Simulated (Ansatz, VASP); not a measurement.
One calculation of Mg2Zn3O, two programs

```
CELL_PARAMETERS angstrom
4.41729 0.00000 0.00000
-2.20864 3.82549 0.00000
0.00000 0.00000 5.77677
ATOMIC_POSITIONS crystal
Mg 0.33333 0.66667 0.50000
Mg 0.66667 0.33333 0.50000
Zn 0.33333 0.66667 0.00000
Zn 0.66667 0.33333 0.00000
Zn 0.00000 0.00000 0.00000
O 0.00000 0.00000 0.50000
```

Alike in both runs: functional PBE; k mesh 5 × 5 × 2; occupations gaussian, width 0.2 eV; no spin polarisation.

Ansatz relaxed the structure, and its values are those at the end. VASP's run is a single point on that final structure, the one shown.

```csv
,VASP,Ansatz
version,VASP 6.6.1,Ansatz 0.2.0
potentials or method,"VASP PAW PBE potentials, release 64 (Mg, Zn, O), cutoff 600 eV","scalar-relativistic, plane waves, PAW"
valence electrons in the cell,46,62
```

```csv
,VASP,Ansatz,Ansatz less VASP
gap on the k mesh at the Fermi level (eV),none,none,-
pressure (GPa),0.1,0.1,-0.01
```

A gap of «none» marks a metal or a gap that the smearing closes. The functional is the same, so the differences come from potentials, cutoffs and numerics. VASP's potentials hold 46 valence electrons a cell and Ansatz's 62, so a difference there can come from the potentials and not from the codes.

The k mesh is coarse, so the values compare programs but aren't converged.
